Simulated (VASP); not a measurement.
# HgTe (F-43m) in VASP: settings compared

The runs below take HgTe through single point, with revPBE, PBE+D3(BJ).

Program: VASP 6.6.1. These are calculated values, not measurements. Logs are shortened: lines on timing, memory, paths and dates and some standing lists are left out, and cuts for length are marked.

### Step 1. The cell of the first run

Symmetry: F-43m, No. 216, cubic system. Conventional cell: a = 6.447 Å, b = 6.447 Å, c = 6.447 Å, α = 90.00°, β = 90.00°, γ = 90.00°. Within 3.7 Å of Hg (site symmetry -43m) lie 4 Te at 2.79 Å. Te (site symmetry -43m) has 4 Hg at 2.79 Å within 3.7 Å.

### Step 2. Single point, revPBE

INCAR

```
SYSTEM = HgTe
PREC = Accurate
ENCUT = 520
EDIFF = 1E-6
ISMEAR = 0
SIGMA = 0.05
LREAL = .False.
LASPH = .True.
NELM = 100
ALGO = Normal
ISIF = 2
LWAVE = .False.
LCHARG = .True.
GGA = RE
LELF = .True.
LVHAR = .True.
NBANDS = 16
```

KPOINTS

```
Automatic mesh
0
Gamma
  6 6 6
  0 0 0
```

POSCAR

```
HgTe
1.0
    0.0000000000      3.2234988908      3.2234988908
    3.2234988908      0.0000000000      3.2234988908
    3.2234988908      3.2234988908      0.0000000000
Hg Te
1 1
Direct
    0.0000000000      0.0000000000      0.0000000000
    0.2500000000      0.2500000000      0.2500000000
```

Potentials or basis: VASP PAW PBE potentials, release 64 (Hg, Te).

The run is started by

```bash
$ cat potpaw_PBE.64/Hg/POTCAR potpaw_PBE.64/Te/POTCAR > POTCAR
$ mpirun -np 1 vasp_std > vasp.out
```

OUTCAR:

```text
SYSTEM = HgTe
   PREC = Accurate
   ENCUT = 520
   EDIFF = 1E-6
   ISMEAR = 0
   LREAL = .False.
   LASPH = .True.
   NELM = 100
   ISIF = 2
   GGA = RE

 ion  position               nearest neighbor table
   1  0.000  0.000  0.000-   2 2.79   2 2.79   2 2.79   2 2.79
   2  0.250  0.250  0.250-   1 2.79   1 2.79   1 2.79   1 2.79

  LATTYP: Found a face centered cubic cell.
 ALAT       =     6.4469977816

  Lattice vectors:

 A1 = (   0.0000000000,   3.2234988908,   3.2234988908)
 A2 = (   3.2234988908,   0.0000000000,   3.2234988908)
 A3 = (   3.2234988908,   3.2234988908,   0.0000000000)

Analysis of symmetry for initial positions (statically):
=====================================================================
 Subroutine PRICEL returns:
 Original cell was already a primitive cell.

 Routine SETGRP: Setting up the symmetry group for a
 face centered cubic supercell.

 Subroutine GETGRP returns: Found 24 space group operations
 (whereof 24 operations were pure point group operations)
 out of a pool of 48 trial point group operations.

The static configuration has the point symmetry T_d .

Analysis of symmetry for dynamics (positions and initial velocities):
=====================================================================
 Subroutine PRICEL returns:
 Original cell was already a primitive cell.

 Routine SETGRP: Setting up the symmetry group for a
 face centered cubic supercell.

 Subroutine GETGRP returns: Found 24 space group operations
 (whereof 24 operations were pure point group operations)
 out of a pool of 48 trial point group operations.

The dynamic configuration has the point symmetry T_d .

 Subroutine INISYM returns: Found 24 space group operations
 (whereof 24 operations are pure point group operations),
 and found     1 'primitive' translations

----------------------------------------------------------------------------------------

                                     Primitive cell

  volume of cell :      66.9904

  direct lattice vectors                    reciprocal lattice vectors
     0.000000000  3.223498891  3.223498891    -0.155110958  0.155110958  0.155110958
     3.223498891  0.000000000  3.223498891     0.155110958 -0.155110958  0.155110958
     3.223498891  3.223498891  0.000000000     0.155110958  0.155110958 -0.155110958

  length of vectors
     4.558715850  4.558715850  4.558715850     0.268660059  0.268660059  0.268660059

  position of ions in fractional coordinates (direct lattice)
     0.000000000  0.000000000  0.000000000
     0.250000000  0.250000000  0.250000000

  ion indices of the primitive-cell ions
   primitive index   ion index
                 1           1
                 2           2

----------------------------------------------------------------------------------------

 KPOINTS: Automatic mesh

Automatic generation of k-mesh.
 Grid dimensions read from file:
 generate k-points for:    6    6    6

 Generating k-lattice:

  Cartesian coordinates                     Fractional coordinates (reciprocal lattice)
    -0.025851826  0.025851826  0.025851826     0.166666667  0.000000000  0.000000000
     0.025851826 -0.025851826  0.025851826     0.000000000  0.166666667  0.000000000
     0.025851826  0.025851826 -0.025851826     0.000000000  0.000000000  0.166666667

  Length of vectors
     0.044776677  0.044776677  0.044776677

  Shift w.r.t. Gamma in fractional coordinates (k-lattice)
     0.000000000  0.000000000  0.000000000

 Subroutine IBZKPT returns following result:
 ===========================================

 Found     16 irreducible k-points:

 Following reciprocal coordinates:
            Coordinates               Weight
  0.000000  0.000000  0.000000      1.000000
  0.166667  0.000000  0.000000      8.000000
  0.333333  0.000000  0.000000      8.000000
  0.500000  0.000000  0.000000      4.000000
  0.166667  0.166667  0.000000      6.000000
  0.333333  0.166667  0.000000     24.000000
[... 8 lines left out ...]
 -0.333333  0.333333  0.166667     24.000000
 -0.333333  0.500000  0.166667     12.000000
   k-points           NKPTS =     16   k-points in BZ     NKDIM =     16   number of bands    NBANDS=     16
   number of dos      NEDOS =    301   number of ions     NIONS =      2
   total plane-waves  NPLWV =  46656
   dimension x,y,z NGX =    36 NGY =   36 NGZ =   36
   dimension x,y,z NGXF=    72 NGYF=   72 NGZF=   72
   ions per type =               1   1
   NGX,Y,Z   is equivalent  to a cutoff of  13.13, 13.13, 13.13 a.u.
   NGXF,Y,Z  is equivalent  to a cutoff of  26.26, 26.26, 26.26 a.u.
 SYSTEM =  HgTe
   PREC   = accura    normal or accurate (medium, high low for compatibility)
   ISTART =      0    job   : 0-new  1-cont  2-samecut
   ICHARG =      2    charge: 1-file 2-atom 10-const
   ISPIN  =      1    spin polarized calculation?
   LNONCOLLINEAR =      F non collinear calculations
   LSORBIT =      F    spin-orbit coupling
   LASPH  =      T    aspherical Exc in radial PAW
   ENCUT  =  520.0 eV  38.22 Ry    6.18 a.u.   8.48  8.48  8.48*2*pi/ulx,y,z
   NELM   =    100;   NELMIN=  2; NELMDL= -5     # of ELM steps
   EDIFF  = 0.1E-05   stopping-criterion for ELM
   LREAL  =      F    real-space projection
   EDIFFG = 0.1E-04   stopping-criterion for IOM
   NSW    =      0    number of steps for IOM
   IBRION =     -1    ionic relax: 0-MD 1-quasi-New 2-CG
   NFREE  =      0    steps in history (QN), initial steepest desc. (CG)
   ISIF   =      2    stress and relaxation
   ISYM   =      2    0-nonsym 1-usesym 2-fastsym
   POTIM  = 0.5000    time-step for ionic-motion
   TEBEG  =    0.0;   TEEND  =   0.0 temperature during run
   PSTRESS=    0.0 pullay stress
   NELECT =      18.0000    total number of electrons
   NUPDOWN=      -1.0000    fix difference up-down
   EMIN   =  10.00;   EMAX   =-10.00  energy-range for DOS
   EFERMI =   0.00;   METHOD = LEGACY
   ISMEAR =     0;   SIGMA  =   0.05  broadening in eV -4-tet -1-fermi 0-gaus
   EFERMI_NEDOS =   21; number of points for ismear=-14 and -15
   IALGO  =     38    algorithm
   IMIX   =      4    mixing-type and parameters
     AMIX     =   0.40;   BMIX     =  1.00
     AMIX_MAG =   1.60;   BMIX_MAG =  1.00
  volume/ion in A,a.u.               =      33.50       226.04
  Fermi-wavevector in a.u.,A,eV,Ry     =   1.056399  1.996305 15.183825  1.115980
  Thomas-Fermi vector in A             =   2.191634
   LORBIT       =      0    0 simple, 1 ext, 2 COOP (PROOUT), +10 PAW based schemes
   GGA     = RE    functional components
   LHFCALC =     F    Hartree Fock is set to
   AEXX    =    0.0000 exact exchange contribution
   IVDW    =     0    specifies the selected vdW correction
   LEPSILON=     F    determine dielectric tensor
   LRPA    =     F    only Hartree local field effects (RPA)
 non-spin polarized calculation
 Gauss-broadening in eV      SIGMA  =   0.05
  energy-cutoff  :      520.00
  volume of cell :       66.99
 maximum number of plane-waves:      1821
 NGX is ok and might be reduce to    36
   NGX = 17   NGY = 17   NGZ = 17

 number of electron      18.0000001 magnetization

 Free energy of the ion-electron system (eV)
  ---------------------------------------------------
  ext. energy  EPLUGINS =         0.00000000
  ---------------------------------------------------
  free energy    TOTEN  =        -2.88746806 eV

  energy without entropy =       -2.88711097  energy(sigma->0) =       -2.88728952

 E-fermi :   3.2838     XC(G=0):  -8.6169

 val. band max:        3.2685534520   @ k =   0.0000   0.0000   0.0000
 cond. band min:       4.0370588855   @ k =   0.5000   0.0000   0.0000
 fundamental gap:      0.7685054335
 Fermi energy:         3.2837819477

 k-point     1 :       0.0000    0.0000    0.0000
  band No.  band energies     occupation
      1      -8.7458      2.00000
      2      -4.1391      2.00000
      3      -4.1391      2.00000
      4      -4.1391      2.00000
      5      -3.6030      2.00000
      6      -3.6030      2.00000
[... 8 lines left out ...]
     15      12.8347      0.00000
     16      12.8347      0.00000

 k-point     2 :       0.1667    0.0000    0.0000
  band No.  band energies     occupation
      1      -8.6117      2.00000
      2      -4.1026      2.00000
      3      -4.1026      2.00000
      4      -4.0804      2.00000
      5      -3.6058      2.00000
      6      -3.6058      2.00000
[... 8 lines left out ...]
     15      11.8940      0.00000
     16      11.8940      0.00000

 k-point     3 :       0.3333    0.0000    0.0000
  band No.  band energies     occupation
      1      -8.3237      2.00000
      2      -4.0390      2.00000
      3      -4.0390      2.00000
      4      -3.7830      2.00000
      5      -3.5963      2.00000
      6      -3.5963      2.00000
[... 8 lines left out ...]
     15      12.2031      0.00000
     16      12.2031      0.00000

 k-point     4 :       0.5000    0.0000    0.0000
  band No.  band energies     occupation
      1      -8.1692      2.00000
      2      -4.0144      2.00000
      3      -4.0144      2.00000
      4      -3.5813      2.00000
      5      -3.5813      2.00000
      6      -3.2871      2.00000
[... 8 lines left out ...]
     15      13.3649      0.00000
     16      13.3649      0.00000
[... 172 lines left out ...]
 k-point    14 :       0.5000    0.3333    0.1667
  band No.  band energies     occupation
      1      -8.1244      2.00000
      2      -3.9665      2.00000
      3      -3.9376      2.00000
      4      -3.7561      2.00000
      5      -3.5785      2.00000
      6      -3.4505      2.00000
[... 8 lines left out ...]
     15      13.6150      0.00000
     16      14.4365      0.00000

 k-point    15 :      -0.3333    0.3333    0.1667
  band No.  band energies     occupation
      1      -8.0197      2.00000
      2      -3.9417      2.00000
      3      -3.9053      2.00000
      4      -3.6519      2.00000
      5      -3.6131      2.00000
      6      -3.1256      2.00000
[... 8 lines left out ...]
     15      13.7386      0.00000
     16      14.3250      0.00000

 k-point    16 :      -0.3333    0.5000    0.1667
  band No.  band energies     occupation
      1      -7.9676      2.00000
      2      -3.9216      2.00000
      3      -3.8488      2.00000
      4      -3.7235      2.00000
      5      -3.5854      2.00000
      6      -3.0049      2.00000
[... 8 lines left out ...]
     15      14.1672      0.00000
     16      14.4831      0.00000

------------------------ aborting loop because EDIFF is reached ----------------------------------------

  FORCE on cell =-STRESS in cart. coord.  units (eV):
  Direction    XX          YY          ZZ          XY          YZ          ZX
  --------------------------------------------------------------------------------------
  -------------------------------------------------------------------------------------
  Total        2.2757574      2.2757574      2.2757574     -0.0000000      0.0000000     -0.0000000
  in kB       54.4281994     54.4281994     54.4281994     -0.0000000      0.0000000     -0.0000000
  external PRESSURE =      54.4281994 kB  Pullay stress =       0.0000000 kB

 VOLUME and BASIS-vectors are now :
 -----------------------------------------------------------------------------
  energy-cutoff  :      520.00
  volume of cell :       66.99
      direct lattice vectors                 reciprocal lattice vectors
     0.000000000  3.223498891  3.223498891    -0.155110958  0.155110958  0.155110958
     3.223498891  0.000000000  3.223498891     0.155110958 -0.155110958  0.155110958
     3.223498891  3.223498891  0.000000000     0.155110958  0.155110958 -0.155110958

 POSITION                                       TOTAL-FORCE (eV/Angst)
 -----------------------------------------------------------------------------------
      0.00000      0.00000      0.00000         0.000000     -0.000000     -0.000000
      1.61175      1.61175      1.61175        -0.000000      0.000000      0.000000
 -----------------------------------------------------------------------------------
    total drift:                               -0.000000     -0.000000     -0.000000

  FREE ENERGIE OF THE ION-ELECTRON SYSTEM (eV)
  ---------------------------------------------------
  free  energy   TOTEN  =        -2.8874680598 eV

  energy  without entropy=       -2.8871109711  energy(sigma->0) =       -2.88728952
```

It took 23 s on 1 thread of AMD EPYC 7R43 (Zen 3), shared host; peak memory 0.17 GiB.

Results:

```
Free energy            : -2.8875 eV
Pressure               : 5.4 GPa
Band gap on the k mesh : zero (filled and empty bands touch)
```

Levels at points of the mesh, in eV from the Fermi level:
| k point | band 7 | band 8 | band 9 | band 10 | band 11 | band 12 |
| --- | --- | --- | --- | --- | --- | --- |
| (0.00, 0.00, 0.00) | -0.65 | -0.02 | -0.02 | -0.02 | 4.23 | 4.23 |
| (0.50, 0.00, 0.00) | -5.53 | -1.01 | -1.01 | 0.75 | 5.05 | 5.05 |
| (0.50, 0.50, 0.00) | -5.48 | -2.31 | -2.31 | 1.94 | 2.57 | 8.38 |

Caveat: the PAW data sets were made with another functional, which shifts forces and pressure a little; spin-orbit coupling is left out, which moves the levels of the heavy elements.

### Step 3. Single point, PBE+D3(BJ)

INCAR

```
SYSTEM = HgTe
  PREC = Accurate
  ENCUT = 520
  EDIFF = 1E-7
  ISMEAR = 0
  SIGMA = 0.05
  LREAL = .False.
  LASPH = .True.
  NELM = 60
  ALGO = Normal
  ISIF = 2
  LWAVE = .False.
  LCHARG = .False.
  GGA = PE
  IVDW = 12
  NBANDS = 16
```

KPOINTS is that of step 2.

POSCAR is that of step 2.

Potentials or basis: VASP PAW PBE potentials, release 64 (Hg, Te).

The run is started by

```bash
$ cat potpaw_PBE.64/Hg/POTCAR potpaw_PBE.64/Te/POTCAR > POTCAR
$ mpirun -np 1 vasp_std > vasp.out
```

It took 24 s on 1 thread of AMD EPYC 7R43 (Zen 3), shared host; peak memory 0.18 GiB.

The run converged. Its results:

```
Free energy                : -4.2866 eV
Pressure                   : 2.2 GPa
Band gap on the k mesh     : zero (filled and empty bands touch)
Dispersion energy per atom : -0.364 eV
```

Levels at points of the mesh, in eV from the Fermi level:
| k point | band 5 | band 6 | band 7 | band 8 | band 9 | band 10 | band 11 | band 12 | band 13 | band 14 |
| --- | --- | --- | --- | --- | --- | --- | --- | --- | --- | --- |
| (0.00, 0.00, 0.00) | -6.88 | -6.88 | -0.72 | -0.02 | -0.02 | -0.02 | 4.20 | 4.20 | 4.20 | 6.46 |
| (0.50, 0.00, 0.00) | -6.86 | -6.57 | -5.56 | -1.02 | -1.02 | 0.69 | 5.00 | 5.00 | 6.85 | 7.91 |
| (0.50, 0.50, 0.00) | -6.82 | -6.42 | -5.50 | -2.32 | -2.32 | 1.88 | 2.45 | 8.24 | 8.88 | 8.88 |

Caveat: three body term missing; spin-orbit coupling is left out, which moves the levels of the heavy elements; pairwise dispersion overbinds metals, which lowers pressure and volume.

### Step 4. Single point, PBE+D3(BJ) (volume scaled by 0.96)

INCAR

```
SYSTEM = HgTe
  PREC = Accurate
  ENCUT = 520
  EDIFF = 1E-6
  ISMEAR = 0
  SIGMA = 0.05
  LREAL = .False.
  LASPH = .True.
  NELM = 80
  ALGO = Normal
  ISIF = 2
  LWAVE = .False.
  LCHARG = .True.
  GGA = PE
  IVDW = 12
  LELF = .True.
  LVHAR = .True.
  NBANDS = 16
```

KPOINTS

```
regular mesh
0
Gamma
  6 6 6
  0 0 0
```

POSCAR

```
HgTe
1.0
    0.0000000000      3.2345328677      3.2345328677
    3.2345328677      0.0000000000      3.2345328677
    3.2345328677      3.2345328677      0.0000000000
Hg Te
1 1
Direct
    0.0000000000      0.0000000000      0.0000000000
    0.2500000000      0.2500000000      0.2500000000
```

The run is started by

```bash
$ cat potpaw_PBE.64/Hg/POTCAR potpaw_PBE.64/Te/POTCAR > POTCAR
$ mpirun -np 1 vasp_std > vasp.out
```

Wall time 23 s (1 thread of AMD EPYC 7R43 (Zen 3), shared host); peak memory 0.18 GiB.

Results (log left out):

```
Free energy                : -4.2950 eV
Pressure                   : 1.7 GPa
Band gap on the k mesh     : zero (filled and empty bands touch)
Dispersion energy per atom : -0.359 eV
```

Levels at points of the mesh, in eV from the Fermi level:
```
           k point  band 6  band 7  band 8  band 9  band 10  band 11  band 12  band 13
(0.00, 0.00, 0.00)   -6.83   -0.75   -0.02   -0.02    -0.02     4.22     4.22     4.22
(0.50, 0.00, 0.00)   -6.53   -5.49   -1.00   -1.00     0.69     5.02     5.02     6.85
(0.50, 0.50, 0.00)   -6.38   -5.44   -2.28   -2.28     1.88     2.48     8.20     8.83
```

Caveat: three body term missing; spin-orbit coupling is left out, which moves the levels of the heavy elements; pairwise dispersion overbinds metals, which lowers pressure and volume.

### Step 5. The runs side by side

| level | cell | gap on the mesh (eV) | pressure (GPa) |
| --- | --- | --- | --- |
| revPBE | a = 4.559 Å, angles 60.0°, 2 atoms | none | 5.4 |
| PBE+D3(BJ) | a = 4.559 Å, angles 60.0°, 2 atoms | none | 2.2 |
| PBE+D3(BJ) | a = 4.574 Å, angles 60.0°, 2 atoms | none | 1.7 |

Alike in all rows: task single point; potentials or basis VASP PAW PBE potentials, release 64 (Hg, Te); no spin polarisation; k mesh 6 × 6 × 6; cutoff (eV) 520; smearing gaussian 0.05 eV.

Caveats: spin-orbit coupling is left out, which moves the levels of the heavy elements; three body term missing (some runs); pairwise dispersion overbinds metals, which lowers pressure and volume (some runs); the PAW data sets were made with another functional, which shifts forces and pressure a little (some runs).

Total energies depend on the potentials used, so only differences within one code and one set of settings carry meaning.
